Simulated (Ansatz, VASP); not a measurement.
## BN: VASP beside Ansatz

```
B N
1.0
    -0.03615    1.78943    1.78943
     1.78943   -0.03615    1.78943
     1.78943    1.78943   -0.03615
B N
1 1
Cartesian
  0.0000 0.0000 0.0000
  2.6570 2.6570 2.6570
```

Change from the starting cell: equal xy, yz and zx shear strains of -2 %.

Alike in both runs: task single point; functional PBE; k mesh 13 × 13 × 13; occupations fermi-dirac, width 0.03 eV; no spin polarisation.

|  | VASP | Ansatz |
| --- | --- | --- |
| version | VASP 6.6.1 | Ansatz 0.2.0 |
| potentials or method | VASP PAW PBE potentials, release 64 (B, N), cutoff 520 eV | all-electron LAPW, scalar-relativistic |

|  | VASP | Ansatz | Ansatz less VASP |
| --- | --- | --- | --- |
| gap on the k mesh at the Fermi level (eV) | 4.45 | 4.46 | +0.009 |
| pressure (GPa) | 3.9 | 3.6 | -0.27 |
| traceless stress, the component that is largest in VASP (GPa) | 9.30 | 9.25 | -0.057 |
| rms of the force components (eV/Å) | 0.065 | 0.062 | -0.0033 |

Atom by atom the forces differ by 0.003 eV/Å (rms over components). Ansatz ran all-electron here, and VASP with PAW potentials.
